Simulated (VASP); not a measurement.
# CdSe (P6_3mc) in VASP: notebook, part 2 of 2

VASP 6.6.1.

## Step 3: Single point, PBE (strain +0.025 along x and y, -0.025 along z)

INCAR reads:

```
PREC = Accurate
ENCUT = 520
EDIFF = 1E-6
ISMEAR = 0
SIGMA = 0.05
LREAL = F
LASPH = T
NELM = 80
ALGO = Normal
ISIF = 2
LWAVE = F
LCHARG = T
GGA = PE
LELF = T
LVHAR = T
NBANDS = 26
```

KPOINTS reads:

```
Automatic mesh
0
Gamma
  6 6 4
```

POSCAR reads:

```
CdSe
1.0
    4.4059624121      0.0000000000      0.0000000000
   -2.2029812060      3.8156753770      0.0000000000
    0.0000000000      0.0000000000      6.8398200000
Cd Se
2 2
Direct
    0.6666666667      0.3333333333      0.0000000000
    0.3333333333      0.6666666667      0.5000000000
    0.6666666667      0.3333333333      0.3750000000
    0.3333333333      0.6666666667      0.8750000000
```

Potentials or basis: VASP PAW PBE potentials, release 64 (Cd, Se).

The run is started by

```console
cat potpaw_PBE.64/Cd/POTCAR potpaw_PBE.64/Se/POTCAR > POTCAR
mpirun -np 1 vasp_std > vasp.out
```

OUTCAR:

```text
PREC = Accurate
   ENCUT = 520
   EDIFF = 1E-6
   ISMEAR = 0
   LREAL = F
   LASPH = T
   NELM = 80
   ISIF = 2
   GGA = PE

 ion  position               nearest neighbor table
   1  0.667  0.333  0.000-   3 2.56   4 2.68   4 2.68   4 2.68
   2  0.333  0.667  0.500-   4 2.56   3 2.68   3 2.68   3 2.68
   3  0.667  0.333  0.375-   1 2.56   2 2.68   2 2.68   2 2.68
   4  0.333  0.667  0.875-   2 2.56   1 2.68   1 2.68   1 2.68

  LATTYP: Found a hexagonal cell.
 ALAT       =     4.4059624121
 C/A-ratio  =     1.5524008968

  Lattice vectors:

 A1 = (   4.4059624121,   0.0000000000,   0.0000000000)
 A2 = (  -2.2029812060,   3.8156753770,   0.0000000000)
 A3 = (   0.0000000000,   0.0000000000,   6.8398200000)

Analysis of symmetry for initial positions (statically):
=====================================================================
 Subroutine PRICEL returns:
 Original cell was already a primitive cell.

 Routine SETGRP: Setting up the symmetry group for a
 hexagonal supercell.

[... 165 lines left out ...]
  free energy    TOTEN  =       -10.90252942 eV

  energy without entropy =      -10.90252942  energy(sigma->0) =      -10.90252942

 E-fermi :   0.9874     XC(G=0):  -8.7763

 val. band max:        0.7829012691   @ k =   0.0000   0.0000   0.0000
 cond. band min:       1.4112682008   @ k =   0.0000   0.0000   0.0000
 fundamental gap:      0.6283669318
 Fermi energy:         0.9874070869

 k-point     1 :       0.0000    0.0000    0.0000
  band No.  band energies     occupation
      1     -11.7129      2.00000
      2     -11.3124      2.00000
      3      -7.1224      2.00000
      4      -7.0590      2.00000
      5      -7.0590      2.00000
      6      -6.9786      2.00000
[... 598 lines left out ...]
     25       9.2828      0.00000
     26       9.2828      0.00000

------------------------ aborting loop because EDIFF is reached ----------------------------------------

  FORCE on cell =-STRESS in cart. coord.  units (eV):
  Direction    XX          YY          ZZ          XY          YZ          ZX
  --------------------------------------------------------------------------------------
  -------------------------------------------------------------------------------------
  Total        0.3819004      0.3819004      4.0219512      0.0000000      0.0000000     -0.0000000
  in kB        5.3211287      5.3211287     56.0390152      0.0000000      0.0000000     -0.0000000
  external PRESSURE =      22.2270909 kB  Pullay stress =       0.0000000 kB

 VOLUME and BASIS-vectors are now :
 -----------------------------------------------------------------------------
  energy-cutoff  :      520.00
  volume of cell :      114.99
      direct lattice vectors                 reciprocal lattice vectors
     4.405962412  0.000000000  0.000000000     0.226965168  0.131038401  0.000000000
    -2.202981206  3.815675377  0.000000000     0.000000000  0.262076802  0.000000000
     0.000000000  0.000000000  6.839820000     0.000000000  0.000000000  0.146202678

 POSITION                                       TOTAL-FORCE (eV/Angst)
 -----------------------------------------------------------------------------------
      2.20298      1.27189      0.00000         0.000000     -0.000000     -0.465508
     -0.00000      2.54378      3.41991        -0.000000     -0.000000     -0.465508
      2.20298      1.27189      2.56493        -0.000000      0.000000      0.465508
     -0.00000      2.54378      5.98484        -0.000000     -0.000000      0.465508
 -----------------------------------------------------------------------------------
    total drift:                               -0.000000     -0.000000      0.000030

  FREE ENERGIE OF THE ION-ELECTRON SYSTEM (eV)
  ---------------------------------------------------
  free  energy   TOTEN  =       -10.9025294231 eV

  energy  without entropy=      -10.9025294230  energy(sigma->0) =      -10.90252942
```

OSZICAR:

```text
N       E                     dE             d eps       ncg     rms          rms(c)
DAV:   1     0.238289409425E+03    0.23829E+03   -0.16782E+04  1092   0.123E+03
DAV:   2     0.105408355138E+01   -0.23724E+03   -0.22912E+03  1182   0.305E+02
DAV:   3    -0.115665198100E+02   -0.12621E+02   -0.12557E+02  1324   0.707E+01
DAV:   4    -0.116692449037E+02   -0.10273E+00   -0.10262E+00  1222   0.604E+00
DAV:   5    -0.116698722955E+02   -0.62739E-03   -0.62737E-03  1274   0.457E-01    0.852E+00
DAV:   6    -0.109368647912E+02    0.73301E+00   -0.12515E+00  1264   0.108E+01    0.674E+00
DAV:   7    -0.109030512876E+02    0.33814E-01   -0.51766E-01  1152   0.365E+00    0.261E+00
DAV:   8    -0.109021815018E+02    0.86979E-03   -0.50862E-02  1132   0.224E+00    0.384E-01
DAV:   9    -0.109022784086E+02   -0.96907E-04   -0.69819E-03  1190   0.949E-01    0.101E-01
DAV:  10    -0.109024368428E+02   -0.15843E-03   -0.80100E-04  1146   0.303E-01    0.717E-02
DAV:  11    -0.109025346648E+02   -0.97822E-04   -0.22623E-04  1158   0.855E-02    0.284E-02
DAV:  12    -0.109025271261E+02    0.75387E-05   -0.43760E-05  1192   0.688E-02    0.855E-03
DAV:  13    -0.109025293995E+02   -0.22734E-05   -0.10881E-05  1140   0.239E-02    0.630E-03
DAV:  14    -0.109025294231E+02   -0.23568E-07   -0.56558E-07   886   0.448E-03
   1 F= -.10902529E+02 E0= -.10902529E+02  d E =-.106439E-10
```

stdout:

```text
POSCAR found type information on POSCAR CdSe
 POSCAR found :  2 types and       4 ions
 scaLAPACK will be used
 LDA part: xc-table for (Slater+PW92), standard interpolation
 POSCAR, INCAR and KPOINTS ok, starting setup
 FFT: planning ... GRIDC
 FFT: planning ... GRID_SOFT
 FFT: planning ... GRID
 WAVECAR not read
 entering main loop
```

Run time: 31 s. Hardware: 1 thread of Intel Xeon 6975P-C (Granite Rapids), shared host; peak memory 0.27 GiB.

Results:

```
Free energy            : -10.9025 eV
Pressure               : 2.2 GPa
Largest force          : 0.466 eV/Å
Band gap on the k mesh : 0.63 eV, direct
```

Forces in eV/Å, atoms in the order of the input:
```
Cd   0.000  0.000 -0.466
Cd   0.000  0.000 -0.466
Se   0.000  0.000  0.466
Se   0.000  0.000  0.466
```

Stress tensor (GPa, compression positive):
```
0.53 0.00 0.00
0.00 0.53 0.00
0.00 0.00 5.60
```

Caveat: the cell differs from its parent crystal (strain +0.025 along x and y, -0.025 along z).
